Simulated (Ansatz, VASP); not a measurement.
## Two plane-wave programs on NaAl5O2

```
Na Al O
1.0
     2.89863    0.00000    0.00000
    -1.44931    2.51028    0.00000
     0.00000    0.00000   29.13023
Na Al O
2 10 4
Direct
  0.66667 0.33333 0.09204
  0.33333 0.66667 0.90796
  0.33333 0.66667 0.18599
  0.00000 0.00000 0.00000
  0.66667 0.33333 0.81401
  0.00000 0.00000 0.26433
  0.00000 0.00000 0.73567
  0.66667 0.33333 0.57860
  0.00000 0.00000 0.50000
  0.33333 0.66667 0.42140
  0.66667 0.33333 0.34206
  0.33333 0.66667 0.65794
  0.00000 0.00000 0.14970
  0.33333 0.66667 0.03473
  0.66667 0.33333 0.96527
  0.00000 0.00000 0.85030
```

Alike in both runs: functional PBE; k mesh 12 × 12 × 1; occupations gaussian, width 0.1 eV; no spin polarisation.

Ansatz relaxed the structure, and its values are those at the end. VASP's run is a single point on that final structure, the one shown.

|  | VASP | Ansatz |
| --- | --- | --- |
| version | VASP 6.6.1 | Ansatz 0.2.0 |
| potentials or method | VASP PAW PBE potentials, release 64 (Na_pv, Al, O), cutoff 520 eV | scalar-relativistic, plane waves, PAW |
| valence electrons in the cell | 68 | 72 |

```tsv
	VASP	Ansatz	Ansatz less VASP
gap on the k mesh at the Fermi level (eV)	none	none	-
pressure (GPa)	0.0	0.0	-0.01
rms of the force components (eV/Å)	0.004	0.000	-0.0035
```

A gap of «none» marks a metal or a gap that the smearing closes. VASP's potentials hold 68 valence electrons a cell and Ansatz's 72, so a difference there can come from the potentials and not from the codes.
